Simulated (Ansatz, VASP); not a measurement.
# One calculation of KF, two programs

```
CELL_PARAMETERS angstrom
3.08323 0.00000 0.00000
0.00000 3.08323 0.00000
0.00000 0.00000 3.08323
ATOMIC_POSITIONS crystal
K 0.00000 0.00000 0.00000
F 0.50000 0.50000 0.50000
```

Alike in both runs: functional LDA; k mesh 9 × 9 × 9; occupations fermi-dirac, width 0.02 eV; no spin polarisation.

Ansatz relaxed the structure, and its values are those at the end. VASP's run is a single point on that final structure, the one shown.

|  | VASP | Ansatz |
| --- | --- | --- |
| version | VASP 6.6.1 | Ansatz 0.2.0 |
| potentials or method | VASP PAW LDA potentials, release 64 (K_sv, F) | PAW with Ansatz's default frozen-core files, scalar-relativistic |
| plane-wave cutoff (eV) | 600 | 420 |
| valence electrons in the cell | 16 | 16 |

Ansatz gave:

| Property | Result |
| --- | --- |
| gap on the k mesh at the Fermi level (eV) | 7.22 |
| pressure (GPa) | 0.0 |

Question: What did VASP give for the same quantities?

Answer: gap on the k mesh at the Fermi level (eV): 7.21; pressure (GPa): 0.3.

LDA's correlation is that of Perdew and Zunger in VASP and of Perdew and Wang (1992) in Ansatz.
